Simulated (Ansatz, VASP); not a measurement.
Two plane-wave programs on TlSnCl3

File INCAR:

```
SYSTEM = TlSnCl3
PREC = Accurate
ENCUT = 520
EDIFF = 1E-7
ISMEAR = -1
SIGMA = 0.02
LREAL = .FALSE.
LASPH = .TRUE.
NELM = 80
ALGO = Normal
ISIF = 2
LWAVE = .FALSE.
LCHARG = .FALSE.
GGA = PE
NBANDS = 32
```

Contents of KPOINTS:

```
regular mesh
0
G
  6 6 6
  0 0 0
```

The input POSCAR:

```
TlSnCl3
1.0
    5.5173601512      0.0000000000      0.0000000000
    0.0000000000      5.5173601512      0.0000000000
    0.0000000000      0.0000000000      5.5173601512
Tl Sn Cl
1 1 3
Direct
    0.0000000000      0.0000000000      0.0000000000
    0.5000000000      0.5000000000      0.5000000000
    0.5000000000      0.5000000000      0.0000000000
    0.5000000000      0.0000000000      0.5000000000
    0.0000000000      0.5000000000      0.5000000000
```

Input for Ansatz:

```yaml
crystal:
  lattice:
    - [5.5173601512, 0.0, 0.0]
    - [0.0, 5.5173601512, 0.0]
    - [0.0, 0.0, 5.5173601512]
  atoms:
    - { symbol: Tl, position: [0.0, 0.0, 0.0] }
    - { symbol: Sn, position: [0.5, 0.5, 0.5] }
    - { symbol: Cl, position: [0.5, 0.5, 0.0] }
    - { symbol: Cl, position: [0.5, 0.0, 0.5] }
    - { symbol: Cl, position: [0.0, 0.5, 0.5] }
kpoints:
  mp_grid: { grid: [6, 6, 6] }
  band_path:
    path:
      - [[0.0, 0.0, 0.0], [0.0, 0.5, 0.0], [0.5, 0.5, 0.0], [0.0, 0.0, 0.0], [0.5, 0.5, 0.5], [0.0, 0.5, 0.0]]
      - [[0.5, 0.5, 0.5], [0.5, 0.5, 0.0]]
    npoints: 10
hamiltonian:
  xc: pbe
scf:
  occupations: { method: fermi_dirac, width: 0.02 }
  n_extra_bands: 5
output:
  forces: true
  stress: true
  eigenvalues: true
```

Alike in both runs: task single point; functional PBE; k mesh 6 × 6 × 6; occupations fermi-dirac, width 0.02 eV; no spin polarisation.

|  | VASP | Ansatz |
| --- | --- | --- |
| version | VASP 6.6.1 | Ansatz 0.2.0 |
| potentials or method | VASP PAW PBE potentials, release 64 (Tl_d, Sn_d, Cl) | plane waves, PAW |
| plane-wave cutoff (eV) | 520 | 420 |
| valence electrons in the cell | 48 | 48 |

|  | VASP | Ansatz | Ansatz less VASP |
| --- | --- | --- | --- |
| pressure (GPa) | 0.8 | 0.8 | +0.05 |

Neither program's run includes spin-orbit coupling.
